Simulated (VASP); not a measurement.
# AlNi (P4mm) in VASP: further runs

AlNi is run at these levels: PBEsol; tasks: single point.

Everything below comes from runs of VASP 6.6.1. Logs are shortened: lines on timing, memory, paths and dates and some standing lists are left out, and cuts for length are marked.

### 1 The cell of the first run

Symmetry: P4mm, No. 99, tetragonal system. The conventional cell has a = 2.910 Å, b = 2.910 Å, c = 2.910 Å, α = 90.00°, β = 90.00°, γ = 90.00°. Al (site symmetry 4mm) has 8 Ni at 2.47 to 2.57 Å and 6 Al at 2.91 Å within 3.3 Å. Ni (site symmetry 4mm) has 8 Al at 2.47 to 2.57 Å and 6 Ni at 2.91 Å within 3.3 Å.

### 2 Single point, PBEsol (atoms displaced along a vibrational mode, the cell strained)

File INCAR:

```
SYSTEM = AlNi
PREC = Accurate
ENCUT = 520
EDIFF = 1E-6
ISMEAR = 0
SIGMA = 0.15
LREAL = .FALSE.
LASPH = .TRUE.
NELM = 80
ALGO = Normal
ISIF = 2
LWAVE = .FALSE.
LCHARG = .FALSE.
GGA = PS
NBANDS = 14
```

File KPOINTS:

```
Automatic mesh
0
G
  16 16 16
  0 0 0
```

File POSCAR:

```
AlNi
1.0
    2.9096158249      0.0000000000      0.0000000000
    0.0000000000      2.9096158249      0.0000000000
    0.0000000000      0.0000000000      2.9096158249
Al Ni
1 1
Direct
    0.0000000000      0.0000000000     -0.0199173717
    0.5000000000      0.5000000000      0.5091560777
```

Potentials or basis: VASP PAW PBE potentials, release 64 (Al, Ni).

Started as:

```bash
$ cat potpaw_PBE.64/Al/POTCAR potpaw_PBE.64/Ni/POTCAR > POTCAR
$ mpirun -np 1 vasp_std > vasp.out
```

OUTCAR:

```text
SYSTEM = AlNi
   PREC = Accurate
   ENCUT = 520
   EDIFF = 1E-6
   ISMEAR = 0
   LREAL = .FALSE.
   LASPH = .TRUE.
   NELM = 80
   ISIF = 2
   GGA = PS

 ion  position               nearest neighbor table
   1  0.000  0.000  0.980-   2 2.47   2 2.47   2 2.47   2 2.47   2 2.57   2 2.57   2 2.57   2 2.57

   2  0.500  0.500  0.509-   1 2.47   1 2.47   1 2.47   1 2.47   1 2.57   1 2.57   1 2.57   1 2.57

  LATTYP: Found a simple cubic cell.
 ALAT       =     2.9096158249

  Lattice vectors:

 A1 = (   2.9096158249,   0.0000000000,   0.0000000000)
 A2 = (   0.0000000000,   2.9096158249,   0.0000000000)
 A3 = (   0.0000000000,   0.0000000000,   2.9096158249)

Analysis of symmetry for initial positions (statically):
=====================================================================
 Subroutine PRICEL returns:
 Original cell was already a primitive cell.

 Routine SETGRP: Setting up the symmetry group for a
 simple cubic supercell.

 Subroutine GETGRP returns: Found  8 space group operations
 (whereof  8 operations were pure point group operations)
 out of a pool of 48 trial point group operations.

The static configuration has the point symmetry C_4v.

Analysis of symmetry for dynamics (positions and initial velocities):
=====================================================================
 Subroutine PRICEL returns:
 Original cell was already a primitive cell.

 Routine SETGRP: Setting up the symmetry group for a
 simple cubic supercell.

 Subroutine GETGRP returns: Found  8 space group operations
 (whereof  8 operations were pure point group operations)
 out of a pool of 48 trial point group operations.

The dynamic configuration has the point symmetry C_4v.

 Subroutine INISYM returns: Found  8 space group operations
 (whereof  8 operations are pure point group operations),
 and found     1 'primitive' translations

----------------------------------------------------------------------------------------

                                     Primitive cell

  volume of cell :      24.6324

  direct lattice vectors                    reciprocal lattice vectors
     2.909615825  0.000000000  0.000000000     0.343687985  0.000000000  0.000000000
     0.000000000  2.909615825  0.000000000     0.000000000  0.343687985  0.000000000
     0.000000000  0.000000000  2.909615825     0.000000000  0.000000000  0.343687985

  length of vectors
     2.909615825  2.909615825  2.909615825     0.343687985  0.343687985  0.343687985

  position of ions in fractional coordinates (direct lattice)
     0.000000000  0.000000000  0.980082628
     0.500000000  0.500000000  0.509156078

  ion indices of the primitive-cell ions
   primitive index   ion index
                 1           1
                 2           2

----------------------------------------------------------------------------------------

 KPOINTS: Automatic mesh

Automatic generation of k-mesh.
 Grid dimensions read from file:
 generate k-points for:   16   16   16

 Generating k-lattice:

  Cartesian coordinates                     Fractional coordinates (reciprocal lattice)
     0.021480499  0.000000000  0.000000000     0.062500000  0.000000000  0.000000000
     0.000000000  0.021480499  0.000000000     0.000000000  0.062500000  0.000000000
     0.000000000  0.000000000  0.021480499     0.000000000  0.000000000  0.062500000

  Length of vectors
     0.021480499  0.021480499  0.021480499

  Shift w.r.t. Gamma in fractional coordinates (k-lattice)
     0.000000000  0.000000000  0.000000000

 Subroutine IBZKPT returns following result:
 ===========================================

 Found    405 irreducible k-points:

 Following reciprocal coordinates:
            Coordinates               Weight
  0.000000  0.000000  0.000000      1.000000
  0.062500  0.000000  0.000000      4.000000
  0.000000  0.000000  0.062500      2.000000
  0.125000  0.000000  0.000000      4.000000
  0.000000  0.000000  0.125000      2.000000
  0.187500  0.000000  0.000000      4.000000
[... 16 lines left out ...]
  0.187500  0.062500  0.000000      8.000000
  0.000000  0.187500  0.062500      8.000000
 [... further k-points ...]
   k-points           NKPTS =    405   k-points in BZ     NKDIM =    405   number of bands    NBANDS=     14
   number of dos      NEDOS =    301   number of ions     NIONS =      2
   total plane-waves  NPLWV =  13824
   dimension x,y,z NGX =    24 NGY =   24 NGZ =   24
   dimension x,y,z NGXF=    48 NGYF=   48 NGZF=   48
   ions per type =               1   1
   NGX,Y,Z   is equivalent  to a cutoff of  13.71, 13.71, 13.71 a.u.
   NGXF,Y,Z  is equivalent  to a cutoff of  27.43, 27.43, 27.43 a.u.
 SYSTEM =  AlNi
   PREC   = accura    normal or accurate (medium, high low for compatibility)
   ISTART =      0    job   : 0-new  1-cont  2-samecut
   ICHARG =      2    charge: 1-file 2-atom 10-const
   ISPIN  =      1    spin polarized calculation?
   LNONCOLLINEAR =      F non collinear calculations
   LSORBIT =      F    spin-orbit coupling
   LASPH  =      T    aspherical Exc in radial PAW
   ENCUT  =  520.0 eV  38.22 Ry    6.18 a.u.   5.41  5.41  5.41*2*pi/ulx,y,z
   NELM   =     80;   NELMIN=  2; NELMDL= -5     # of ELM steps
   EDIFF  = 0.1E-05   stopping-criterion for ELM
   LREAL  =      F    real-space projection
   EDIFFG = 0.1E-04   stopping-criterion for IOM
   NSW    =      0    number of steps for IOM
   IBRION =     -1    ionic relax: 0-MD 1-quasi-New 2-CG
   NFREE  =      0    steps in history (QN), initial steepest desc. (CG)
   ISIF   =      2    stress and relaxation
   ISYM   =      2    0-nonsym 1-usesym 2-fastsym
   POTIM  = 0.5000    time-step for ionic-motion
   TEBEG  =    0.0;   TEEND  =   0.0 temperature during run
   PSTRESS=    0.0 pullay stress
   NELECT =      13.0000    total number of electrons
   NUPDOWN=      -1.0000    fix difference up-down
   EMIN   =  10.00;   EMAX   =-10.00  energy-range for DOS
   EFERMI =   0.00;   METHOD = LEGACY
   ISMEAR =     0;   SIGMA  =   0.15  broadening in eV -4-tet -1-fermi 0-gaus
   EFERMI_NEDOS =   21; number of points for ismear=-14 and -15
   IALGO  =     38    algorithm
   IMIX   =      4    mixing-type and parameters
     AMIX     =   0.40;   BMIX     =  1.00
     AMIX_MAG =   1.60;   BMIX_MAG =  1.00
  volume/ion in A,a.u.               =      12.32        83.11
  Fermi-wavevector in a.u.,A,eV,Ry     =   1.322981  2.500072 23.813990  1.750279
  Thomas-Fermi vector in A             =   2.452623
   LORBIT       =      0    0 simple, 1 ext, 2 COOP (PROOUT), +10 PAW based schemes
   GGA     = PS    functional components
   LHFCALC =     F    Hartree Fock is set to
   AEXX    =    0.0000 exact exchange contribution
   IVDW    =     0    specifies the selected vdW correction
   LEPSILON=     F    determine dielectric tensor
   LRPA    =     F    only Hartree local field effects (RPA)
 non-spin polarized calculation
 Gauss-broadening in eV      SIGMA  =   0.15
  energy-cutoff  :      520.00
  volume of cell :       24.63
 maximum number of plane-waves:       691
 NGX is ok and might be reduce to    24
   NGX = 11   NGY = 11   NGZ = 11

 number of electron      13.0000006 magnetization

 Free energy of the ion-electron system (eV)
  ---------------------------------------------------
  ext. energy  EPLUGINS =         0.00000000
  ---------------------------------------------------
  free energy    TOTEN  =       -11.54458128 eV

  energy without entropy =      -11.53565037  energy(sigma->0) =      -11.54011582

 E-fermi :   9.5147     XC(G=0): -12.0212

 val. band max:        9.4811708613   @ k =   0.2500   0.1250   0.3750
 cond. band min:       9.5157134298   @ k =   0.3750   0.1875   0.1875
 fundamental gap:      0.0345425685
 Fermi energy:         9.5147494322

 k-point     1 :       0.0000    0.0000    0.0000
  band No.  band energies     occupation
      1      -1.4035      2.00000
      2       6.4054      2.00000
      3       6.4120      2.00000
      4       8.0204      2.00000
      5       8.0269      2.00000
      6       8.0269      2.00000
      7      14.8865      0.00000
      8      14.8865      0.00000
      9      14.8932      0.00000
     10      17.5704      0.00000
     11      17.5711      0.00000
     12      22.6708      0.00000
     13      30.0069      0.00000
     14      30.0449      0.00000

 k-point     2 :       0.0625    0.0000    0.0000
  band No.  band energies     occupation
      1      -1.3330      2.00000
      2       6.4015      2.00000
      3       6.4269      2.00000
      4       7.9895      2.00000
      5       7.9968      2.00000
      6       8.0305      2.00000
      7      14.1121      0.00000
      8      14.9798      0.00000
      9      14.9954      0.00000
     10      17.5769      0.00000
     11      18.2564      0.00000
     12      22.9252      0.00000
     13      29.1851      0.00000
     14      29.2120      0.00000

 k-point     3 :       0.0000    0.0000    0.0625
  band No.  band energies     occupation
      1      -1.3330      2.00000
      2       6.4068      2.00000
      3       6.4215      2.00000
      4       7.9967      2.00000
      5       7.9967      2.00000
      6       8.0235      2.00000
      7      14.1232      0.00000
      8      14.9795      0.00000
      9      14.9795      0.00000
     10      17.5765      0.00000
     11      18.2647      0.00000
     12      22.9223      0.00000
     13      29.1784      0.00000
     14      29.1784      0.00000

 k-point     4 :       0.1250    0.0000    0.0000
  band No.  band energies     occupation
      1      -1.1221      2.00000
      2       6.3726      2.00000
      3       6.4731      2.00000
      4       7.9054      2.00000
      5       7.9133      2.00000
      6       8.0395      2.00000
      7      12.7574      0.00000
      8      15.2530      0.00000
      9      15.2680      0.00000
     10      17.5947      0.00000
     11      19.3292      0.00000
     12      23.7387      0.00000
     13      27.7335      0.00000
     14      27.7343      0.00000

 k-point     5 :       0.0000    0.0000    0.1250
  band No.  band energies     occupation
      1      -1.1223      2.00000
      2       6.3771      2.00000
      3       6.4679      2.00000
      4       7.9130      2.00000
      5       7.9130      2.00000
      6       8.0326      2.00000
      7      12.7651      0.00000
      8      15.2520      0.00000
      9      15.2520      0.00000
     10      17.5948      0.00000
     11      19.3483      0.00000
[... 276 lines left out ...]
 k-point    22 :       0.0625    0.0000    0.1250
  band No.  band energies     occupation
      1      -1.0524      2.00000
      2       6.3927      2.00000
      3       6.4684      2.00000
      4       7.8772      2.00000
      5       7.9145      2.00000
      6       8.0055      2.00000
      7      12.8215      0.00000
      8      14.4896      0.00000
      9      15.3433      0.00000
     10      18.0738      0.00000
     11      19.6683      0.00000
     12      23.9000      0.00000
     13      26.8277      0.00000
     14      27.7537      0.00000

 k-point    23 :       0.1875    0.0625    0.0000
  band No.  band energies     occupation
      1      -0.7041      2.00000
      2       6.2941      2.00000
      3       6.5445      2.00000
      4       7.7459      2.00000
      5       7.7979      2.00000
      6       8.0258      2.00000
      7      11.4826      0.00000
      8      14.8578      0.00000
      9      15.8056      0.00000
     10      18.1446      0.00000
     11      20.5740      0.00000
     12      25.1935      0.00000
     13      25.3452      0.00000
     14      26.3099      0.00000

 k-point    24 :       0.0000    0.1875    0.0625
  band No.  band energies     occupation
      1      -0.7042      2.00000
      2       6.2941      2.00000
      3       6.5443      2.00000
      4       7.7549      2.00000
      5       7.7891      2.00000
      6       8.0258      2.00000
      7      11.4818      0.00000
      8      14.8762      0.00000
      9      15.7782      0.00000
     10      18.1588      0.00000
     11      20.5694      0.00000
     12      25.0641      0.00000
     13      25.5285      0.00000
     14      26.2575      0.00000

 [... further k-points ...]
[... 5 lines left out ...]
  --------------------------------------------------------------------------------------
  -------------------------------------------------------------------------------------
  Total       -1.0750523     -1.0750523     -1.1154553      0.0000000      0.0000000      0.0000000
  in kB      -69.9251188    -69.9251188    -72.5530748      0.0000000      0.0000000      0.0000000
  external PRESSURE =     -70.8011042 kB  Pullay stress =       0.0000000 kB

 VOLUME and BASIS-vectors are now :
 -----------------------------------------------------------------------------
  energy-cutoff  :      520.00
  volume of cell :       24.63
      direct lattice vectors                 reciprocal lattice vectors
     2.909615825  0.000000000  0.000000000     0.343687985  0.000000000  0.000000000
     0.000000000  2.909615825  0.000000000     0.000000000  0.343687985  0.000000000
     0.000000000  0.000000000  2.909615825     0.000000000  0.000000000  0.343687985

 POSITION                                       TOTAL-FORCE (eV/Angst)
 -----------------------------------------------------------------------------------
      0.00000      0.00000      2.85166         0.000000      0.000000      0.431736
      1.45481      1.45481      1.48145        -0.000000      0.000000     -0.431736
 -----------------------------------------------------------------------------------
    total drift:                                0.000000     -0.000000     -0.000205

  FREE ENERGIE OF THE ION-ELECTRON SYSTEM (eV)
  ---------------------------------------------------
  free  energy   TOTEN  =       -11.5445812769 eV

  energy  without entropy=      -11.5356503710  energy(sigma->0) =      -11.54011582
```

Wall time 31 s (1 thread of Intel Xeon 6975P-C (Granite Rapids), shared host); peak memory 0.25 GiB.

Results:

| Property | Result |
| --- | --- |
| Free energy | -11.5446 eV |
| Pressure | -7.1 GPa |
| Largest force | 0.432 eV/Å |
| Band gap on the k mesh | zero (an odd number of electrons rules out a gap without spin polarisation) |

Forces in eV/Å, atoms in the order of the input:
```
Al   0.000  0.000  0.432
Ni   0.000  0.000 -0.432
```

Caveat: the cell differs from its parent crystal (atoms displaced along a vibrational mode, the cell strained); the cell stands under tension; the PAW data sets were made with another functional, which shifts forces and pressure a little. Spin polarisation is off, so any magnetic state and its effect on volume and gap are missing.

[end of part 1 of 3]
